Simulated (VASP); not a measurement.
# GaHgS (P-6m2) in VASP: notebook

Runs on GaHgS. Level: PBE. Tasks: single point, relaxation of cell and atoms.

Program: VASP 6.6.1. These are calculated values, not measurements. Logs are shortened: lines on timing, memory, paths and dates and some standing lists are left out, and cuts for length are marked.

### Step 1. The cell of the first run

The structure is hexagonal, space group P-6m2 (No. 187). Conventional cell: a = 4.569 Å, b = 4.569 Å, c = 3.781 Å, α = 90.00°, β = 90.00°, γ = 120.00°. Ga (site symmetry -6m2) has 3 Hg at 2.64 Å and 6 S at 3.25 Å within 3.5 Å. Hg (site symmetry -6m2) has 3 Ga at 2.64 Å and 6 S at 3.25 Å within 3.5 Å. Within 4.3 Å of S (site symmetry -6m2) lie 6 Ga at 3.25 Å and 6 Hg at 3.25 Å and 2 S at 3.78 Å.

### Step 2. Single point, PBE

File INCAR:

```
SYSTEM = GaHgS
PREC     = Accurate       ! precision mode
ENCUT    = 520            ! plane-wave cutoff, eV
EDIFF    = 1E-7           ! SCF threshold, eV
ISMEAR   = 0              ! smearing method
SIGMA    = 0.1            ! smearing width, eV
LREAL    = .FALSE.        ! projectors in reciprocal space
LASPH    = .TRUE.         ! aspherical terms in the spheres
NELM     = 100            ! most SCF steps
ALGO     = Normal         ! electronic algorithm
ISIF     = 2              ! what is computed and relaxed
LWAVE    = .FALSE.        ! write WAVECAR
LCHARG   = .TRUE.         ! write CHGCAR
GGA      = PE             ! functional
LELF     = .TRUE.         ! ELF
LVHAR    = .TRUE.       
NBANDS   = 22             ! bands
```

File KPOINTS:

```
Automatic mesh
0
G
  12 12 10
  0 0 0
```

File POSCAR:

```
GaHgS
1.0
    4.5693610270     -0.0000000030      0.0000000000
   -2.2846805109      3.9571827299      0.0000000000
    0.0000000000      0.0000000000      3.7811273478
Ga Hg S
1 1 1
Direct
    0.3333333333      0.6666666667      0.5000000000
    0.0000000000      0.0000000000      0.5000000000
    0.6666666667      0.3333333333      0.0000000000
```

Potentials or basis: VASP PAW PBE potentials, release 64 (Ga_d, Hg, S).

Started as:

```console
cat potpaw_PBE.64/Ga_d/POTCAR potpaw_PBE.64/Hg/POTCAR potpaw_PBE.64/S/POTCAR > POTCAR
mpirun -np 1 vasp_std > vasp.out
```

OUTCAR:

```text
SYSTEM = GaHgS
   PREC = Accurate
   ENCUT = 520
   EDIFF = 1E-7
   ISMEAR = 0
   LREAL = .FALSE.
   LASPH = .TRUE.
   NELM = 100
   ISIF = 2
   GGA = PE

 ion  position               nearest neighbor table
   1  0.333  0.667  0.500-   2 2.64   2 2.64   2 2.64
   2  0.000  0.000  0.500-   1 2.64   1 2.64   1 2.64   3 3.25   3 3.25   3 3.25   3 3.25   3 3.25
                             3 3.25
   3  0.667  0.333  0.000-   2 3.25   2 3.25   2 3.25   2 3.25   2 3.25   2 3.25

  LATTYP: Found a hexagonal cell.
 ALAT       =     4.5693610270
 C/A-ratio  =     0.8274958633

  Lattice vectors:

 A1 = (   4.5693610270,  -0.0000000030,   0.0000000000)
 A2 = (  -2.2846805109,   3.9571827299,   0.0000000000)
 A3 = (   0.0000000000,   0.0000000000,   3.7811273478)

Analysis of symmetry for initial positions (statically):
=====================================================================
 Subroutine PRICEL returns:
 Original cell was already a primitive cell.

 Routine SETGRP: Setting up the symmetry group for a
 hexagonal supercell.

 Subroutine GETGRP returns: Found 12 space group operations
 (whereof 12 operations were pure point group operations)
 out of a pool of 24 trial point group operations.

The static configuration has the point symmetry D_3h.

Analysis of symmetry for dynamics (positions and initial velocities):
=====================================================================
 Subroutine PRICEL returns:
 Original cell was already a primitive cell.

 Routine SETGRP: Setting up the symmetry group for a
 hexagonal supercell.

 Subroutine GETGRP returns: Found 12 space group operations
 (whereof 12 operations were pure point group operations)
 out of a pool of 24 trial point group operations.

The dynamic configuration has the point symmetry D_3h.

 Subroutine INISYM returns: Found 12 space group operations
 (whereof 12 operations are pure point group operations),
 and found     1 'primitive' translations

----------------------------------------------------------------------------------------

                                     Primitive cell

  volume of cell :      68.3696

  direct lattice vectors                    reciprocal lattice vectors
     4.569361027 -0.000000003  0.000000000     0.218848980  0.126352517  0.000000000
    -2.284680511  3.957182730  0.000000000     0.000000000  0.252705035  0.000000000
     0.000000000  0.000000000  3.781127348     0.000000000  0.000000000  0.264471389

  length of vectors
     4.569361027  4.569361027  3.781127348     0.252705035  0.252705035  0.264471389

  position of ions in fractional coordinates (direct lattice)
     0.333333333  0.666666667  0.500000000
     0.000000000  0.000000000  0.500000000
     0.666666667  0.333333333  0.000000000

  ion indices of the primitive-cell ions
   primitive index   ion index
                 1           1
                 2           2
                 3           3

----------------------------------------------------------------------------------------

 KPOINTS: Automatic mesh

Automatic generation of k-mesh.
 Grid dimensions read from file:
 generate k-points for:   12   12   10

 Generating k-lattice:

  Cartesian coordinates                     Fractional coordinates (reciprocal lattice)
     0.018237415  0.010529376  0.000000000     0.083333333  0.000000000  0.000000000
     0.000000000  0.021058753  0.000000000     0.000000000  0.083333333  0.000000000
     0.000000000  0.000000000  0.026447139     0.000000000  0.000000000  0.100000000

  Length of vectors
     0.021058753  0.021058753  0.026447139

  Shift w.r.t. Gamma in fractional coordinates (k-lattice)
     0.000000000  0.000000000  0.000000000

 Subroutine IBZKPT returns following result:
 ===========================================

 Found    114 irreducible k-points:

 Following reciprocal coordinates:
            Coordinates               Weight
  0.000000  0.000000  0.000000      1.000000
  0.083333  0.000000  0.000000      6.000000
  0.166667  0.000000  0.000000      6.000000
  0.250000  0.000000  0.000000      6.000000
  0.333333  0.000000  0.000000      6.000000
  0.416667  0.000000  0.000000      6.000000
[... 16 lines left out ...]
  0.250000  0.000000  0.100000     12.000000
  0.333333  0.000000  0.100000     12.000000
 [... further k-points ...]
   k-points           NKPTS =    114   k-points in BZ     NKDIM =    114   number of bands    NBANDS=     22
   number of dos      NEDOS =    301   number of ions     NIONS =      3
   total plane-waves  NPLWV =  36288
   dimension x,y,z NGX =    36 NGY =   36 NGZ =   28
   dimension x,y,z NGXF=    72 NGYF=   72 NGZF=   56
   ions per type =               1   1   1
   NGX,Y,Z   is equivalent  to a cutoff of  13.10, 13.10, 12.31 a.u.
   NGXF,Y,Z  is equivalent  to a cutoff of  26.20, 26.20, 24.62 a.u.
 SYSTEM =  GaHgS
   PREC   = accura    normal or accurate (medium, high low for compatibility)
   ISTART =      0    job   : 0-new  1-cont  2-samecut
   ICHARG =      2    charge: 1-file 2-atom 10-const
   ISPIN  =      1    spin polarized calculation?
   LNONCOLLINEAR =      F non collinear calculations
   LSORBIT =      F    spin-orbit coupling
   LASPH  =      T    aspherical Exc in radial PAW
   ENCUT  =  520.0 eV  38.22 Ry    6.18 a.u.   8.50  8.50  7.03*2*pi/ulx,y,z
   NELM   =    100;   NELMIN=  2; NELMDL= -5     # of ELM steps
   EDIFF  = 0.1E-06   stopping-criterion for ELM
   LREAL  =      F    real-space projection
   EDIFFG = 0.1E-05   stopping-criterion for IOM
   NSW    =      0    number of steps for IOM
   IBRION =     -1    ionic relax: 0-MD 1-quasi-New 2-CG
   NFREE  =      0    steps in history (QN), initial steepest desc. (CG)
   ISIF   =      2    stress and relaxation
   ISYM   =      2    0-nonsym 1-usesym 2-fastsym
   POTIM  = 0.5000    time-step for ionic-motion
   TEBEG  =    0.0;   TEEND  =   0.0 temperature during run
   PSTRESS=    0.0 pullay stress
   NELECT =      31.0000    total number of electrons
   NUPDOWN=      -1.0000    fix difference up-down
   EMIN   =  10.00;   EMAX   =-10.00  energy-range for DOS
   EFERMI =   0.00;   METHOD = LEGACY
   ISMEAR =     0;   SIGMA  =   0.10  broadening in eV -4-tet -1-fermi 0-gaus
   EFERMI_NEDOS =   21; number of points for ismear=-14 and -15
   IALGO  =     38    algorithm
   IMIX   =      4    mixing-type and parameters
     AMIX     =   0.40;   BMIX     =  1.00
     AMIX_MAG =   1.60;   BMIX_MAG =  1.00
  volume/ion in A,a.u.               =      22.79       153.79
  Fermi-wavevector in a.u.,A,eV,Ry     =   1.257692  2.376694 21.521562  1.581790
  Thomas-Fermi vector in A             =   2.391339
   LORBIT       =      0    0 simple, 1 ext, 2 COOP (PROOUT), +10 PAW based schemes
   GGA     = PE    functional components
   LHFCALC =     F    Hartree Fock is set to
   AEXX    =    0.0000 exact exchange contribution
   IVDW    =     0    specifies the selected vdW correction
   LEPSILON=     F    determine dielectric tensor
   LRPA    =     F    only Hartree local field effects (RPA)
 non-spin polarized calculation
 Gauss-broadening in eV      SIGMA  =   0.10
  energy-cutoff  :      520.00
  volume of cell :       68.37
 maximum number of plane-waves:      1874
 NGX is ok and might be reduce to    36
   NGX = 17   NGY = 17   NGZ = 15

 number of electron      31.0000006 magnetization

 Free energy of the ion-electron system (eV)
  ---------------------------------------------------
  ext. energy  EPLUGINS =         0.00000000
  ---------------------------------------------------
  free energy    TOTEN  =        -6.36356889 eV

  energy without entropy =       -6.35142221  energy(sigma->0) =       -6.35749555

 E-fermi :   3.0067     XC(G=0): -10.0871

 val. band max:        3.0025248310   @ k =   0.1667   0.0833   0.4000
 cond. band min:       3.0158145934   @ k =   0.1667   0.0833   0.0000
 fundamental gap:      0.0132897624
 Fermi energy:         3.0066948682

 k-point     1 :       0.0000    0.0000    0.0000
  band No.  band energies     occupation
      1     -11.7058      2.00000
      2     -11.6581      2.00000
      3     -11.6581      2.00000
      4     -11.6461      2.00000
      5     -11.6461      2.00000
      6      -9.1191      2.00000
[... 14 lines left out ...]
     21      12.0618      0.00000
     22      12.0618      0.00000

 k-point     2 :       0.0833    0.0000    0.0000
  band No.  band energies     occupation
      1     -11.7051      2.00000
      2     -11.6596      2.00000
      3     -11.6586      2.00000
      4     -11.6462      2.00000
      5     -11.6462      2.00000
      6      -9.0891      2.00000
[... 14 lines left out ...]
     21      11.7608      0.00000
     22      11.9680      0.00000

 k-point     3 :       0.1667    0.0000    0.0000
  band No.  band energies     occupation
      1     -11.7033      2.00000
      2     -11.6639      2.00000
      3     -11.6597      2.00000
      4     -11.6466      2.00000
      5     -11.6464      2.00000
      6      -9.0045      2.00000
[... 14 lines left out ...]
     21      11.3468      0.00000
     22      11.7898      0.00000

 k-point     4 :       0.2500    0.0000    0.0000
  band No.  band energies     occupation
      1     -11.7008      2.00000
      2     -11.6701      2.00000
      3     -11.6613      2.00000
      4     -11.6470      2.00000
      5     -11.6467      2.00000
      6      -8.8823      2.00000
[... 14 lines left out ...]
     21      11.5121      0.00000
     22      11.6849      0.00000

 k-point     5 :       0.3333    0.0000    0.0000
  band No.  band energies     occupation
      1     -11.6981      2.00000
      2     -11.6767      2.00000
      3     -11.6629      2.00000
      4     -11.6475      2.00000
      5     -11.6470      2.00000
      6      -8.7513      2.00000
[... 417 lines left out ...]
 k-point    22 :       0.1667    0.0000    0.1000
  band No.  band energies     occupation
      1     -11.7009      2.00000
      2     -11.6636      2.00000
      3     -11.6595      2.00000
      4     -11.6478      2.00000
      5     -11.6477      2.00000
      6      -8.9525      2.00000
[... 14 lines left out ...]
     21      11.2837      0.00000
     22      11.4130      0.00000

 k-point    23 :       0.2500    0.0000    0.1000
  band No.  band energies     occupation
      1     -11.6984      2.00000
      2     -11.6697      2.00000
      3     -11.6612      2.00000
      4     -11.6483      2.00000
      5     -11.6482      2.00000
      6      -8.8355      2.00000
[... 14 lines left out ...]
     21      11.3134      0.00000
     22      11.4796      0.00000

 k-point    24 :       0.3333    0.0000    0.1000
  band No.  band energies     occupation
      1     -11.6957      2.00000
      2     -11.6762      2.00000
      3     -11.6628      2.00000
      4     -11.6488      2.00000
      5     -11.6487      2.00000
      6      -8.7107      2.00000
[... 14 lines left out ...]
     21      11.1680      0.00000
     22      11.5286      0.00000

 [... further k-points ...]
[... 5 lines left out ...]
  --------------------------------------------------------------------------------------
  -------------------------------------------------------------------------------------
  Total        0.1139234      0.1139234      0.0084577      0.0000000     -0.0000000      0.0000000
  in kB        2.6696890      2.6696890      0.1981992      0.0000000     -0.0000000      0.0000000
  external PRESSURE =       1.8458590 kB  Pullay stress =       0.0000000 kB

 VOLUME and BASIS-vectors are now :
 -----------------------------------------------------------------------------
  energy-cutoff  :      520.00
  volume of cell :       68.37
      direct lattice vectors                 reciprocal lattice vectors
     4.569361027 -0.000000003  0.000000000     0.218848980  0.126352517  0.000000000
    -2.284680511  3.957182730  0.000000000     0.000000000  0.252705035  0.000000000
     0.000000000  0.000000000  3.781127348     0.000000000  0.000000000  0.264471389

 POSITION                                       TOTAL-FORCE (eV/Angst)
 -----------------------------------------------------------------------------------
      0.00000      2.63812      1.89056         0.000000     -0.000000      0.000000
      0.00000      0.00000      1.89056         0.000000      0.000000      0.000000
      2.28468      1.31906      0.00000        -0.000000      0.000000      0.000000
 -----------------------------------------------------------------------------------
    total drift:                               -0.000000      0.000000     -0.000000

  FREE ENERGIE OF THE ION-ELECTRON SYSTEM (eV)
  ---------------------------------------------------
  free  energy   TOTEN  =        -6.3635688940 eV

  energy  without entropy=       -6.3514222054  energy(sigma->0) =       -6.35749555
```

It took 3.4 min on 1 thread of Oxide Virtual Turin-like, shared host; peak memory 0.29 GiB.

Results:

| Property | Result |
| --- | --- |
| Free energy | -6.3636 eV |
| Pressure | 0.2 GPa |

Caveat: spin-orbit coupling is left out, which moves the levels of the heavy elements.

### Step 3. Relaxation of cell and atoms, PBE

This run uses another cell than the first one, of 24.93 Å³/atom, 1.094 times its volume.

File INCAR:

```
SYSTEM = GaHgS
PREC = Accurate ; ENCUT = 600
EDIFF = 1E-7 ; ISMEAR = 0
SIGMA = 0.1 ; LREAL = .False.
LASPH = .True. ; NELM = 100
ALGO = Normal ; ISIF = 3
LWAVE = .False. ; LCHARG = .False.
GGA = PE ; IBRION = 2
NSW = 100 ; EDIFFG = -0.01
```

File KPOINTS:

```
Automatic mesh
0
Gamma
  12 12 10
  0 0 0
```

File POSCAR:

```
GaHgS
1.0
    4.4166642300      0.0000000000      0.0000000000
   -2.2083321100      3.8249434200      0.0000000000
    0.0000000000      0.0000000000      4.4276902100
Ga Hg S
1 1 1
Direct
    0.3333333300      0.6666666700      0.5000000000
    0.0000000000      0.0000000000      0.5000000000
    0.6666666700      0.3333333300      0.0000000000
```

Potentials or basis: VASP PAW PBE potentials, release 64 (Ga_d, Hg, S).

Started as:

```console
cat potpaw_PBE.64/Ga_d/POTCAR potpaw_PBE.64/Hg/POTCAR potpaw_PBE.64/S/POTCAR > POTCAR
mpirun -np 1 vasp_std > vasp.out
```

Wall time 19 min (1 thread of Oxide Virtual Turin-like, shared host); peak memory 0.36 GiB.

Results (log left out):

| Property | Result |
| --- | --- |
| Free energy | -6.3640 eV |
| Relaxed volume | 22.87 Å³/atom |
| Relaxed cell | a = 4.584 Å, b = 4.584 Å, c = 3.769 Å, α = 90.00°, β = 90.00°, γ = 120.00° |
| Space group after relaxing (to 0.05 Å) | P-6m2 (No. 187) |
| Energy gained by relaxing | 98.3 meV/atom |
| Ionic steps | 7 |
| Pressure after relaxing | 0.0 GPa |

Stress tensor (GPa, compression positive):
```
-0.05  0.00  0.00
 0.00 -0.05  0.00
 0.00  0.00  0.07
```

Step by step:
| step | energy change (eV) | largest force (eV/Å) | pressure (GPa) | volume (Å³) |
| --- | --- | --- | --- | --- |
| 1 | 0.0000 | 0.0000 | -0.62 | 74.80 |
| 2 | -0.1723 | 0.0000 | -1.27 | 73.64 |
| 3 | -0.2683 | 0.0000 | -1.55 | 72.14 |
| 4 | -0.2818 | 0.0000 | -1.50 | 71.39 |
| 5 | -0.2825 | 0.0000 | -1.49 | 71.24 |
| 6 | -0.2946 | 0.0000 | 0.28 | 68.15 |
| 7 | -0.2950 | 0.0000 | -0.01 | 68.60 |

Final structure:
```xyz
3
Lattice="4.5841 0.0000 0.0000 -2.2921 3.9700 0.0000 0.0000 0.0000 3.7693" Properties=species:S:1:pos:R:3 pbc="T T T"
Ga    0.0000    2.6467    1.8846
Hg    0.0000    0.0000    1.8846
S     2.2921    1.3233    0.0000
```

Levels at points of the mesh, in eV from the Fermi level:
```tsv
k point	band 13	band 14	band 15	band 16	band 17	band 18
(0.00, 0.00, 0.00)	-1.41	-1.41	-1.05	1.49	1.90	1.90
(0.50, 0.00, 0.00)	-3.35	-2.70	-0.32	0.74	3.47	4.36
(0.00, 0.00, 0.50)	-1.00	-1.00	-0.31	0.12	3.09	3.19
(0.50, 0.00, 0.50)	-3.94	-2.93	-1.03	-0.06	0.95	2.04
```

Caveat: spin-orbit coupling is left out, which moves the levels of the heavy elements.
